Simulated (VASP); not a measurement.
Here is a VASP 6.6.1 calculation.

Contents of INCAR:

```
  PREC = Accurate
  ENCUT = 520
  EDIFF = 1E-6
  ISMEAR = -1
  SIGMA = 0.05
  LREAL = Auto
  LASPH = T
  NELM = 100
  ALGO = Normal
  ISIF = 2
  LWAVE = F
  LCHARG = F
  GGA = CA
  NBANDS = 126
```

File KPOINTS:

```
Automatic mesh
0
Gamma
  2 2 2
```

Contents of POSCAR:

```
Mo16H
1.0
    6.3000000000      0.0000000000      0.0000000000
    0.0000000000      6.3000000000      0.0000000000
    0.0000000000      0.0000000000      6.3000000000
Mo H
16 1
Direct
    0.0000867643     -0.0056986900     -0.0084467285
    0.5000867991      0.0002429919     -0.0010051430
    0.0000884779      0.5008996219     -0.0014919231
    0.0000866420     -0.0057122397      0.5090242809
    0.2588894749      0.2567649087      0.2502738398
    0.5000890636      0.5030867130     -0.0015093833
    0.5000872490      0.0002430009      0.5015547535
    0.7412947651      0.2567607107      0.2502740529
    0.0000878529      0.5008852623      0.5020397549
    0.2518811368      0.7501065577      0.2502780616
    0.2513426222      0.2507634558      0.7502727289
    0.5000880931      0.5030820678      0.5020549516
    0.7482914522      0.7501036332      0.2502785758
    0.7488306981      0.2507630201      0.7502723406
    0.2517964548      0.7479641111      0.7502760720
    0.7483751121      0.7479647950      0.7502771252
    0.0000942420      0.1255915796      0.2502916400
```

Potentials or basis: VASP PAW LDA potentials, release 64 (Mo_sv, H).

Launch:

```console
$ cat potpaw_LDA.64/Mo_sv/POTCAR potpaw_LDA.64/H/POTCAR > POTCAR
$ mpirun -np 1 vasp_std > vasp.out
```

Problem. Predict the pressure.

Solution. -7.4 GPa.

Problem. Predict the largest force.

Solution. 0.020 eV/Å.

Stress tensor (GPa, compression positive):
```
-7.43  0.00  0.00
 0.00 -7.30  0.00
 0.00  0.00 -7.43
```

Caveat: the k points lie up to 0.50 Å⁻¹ apart.
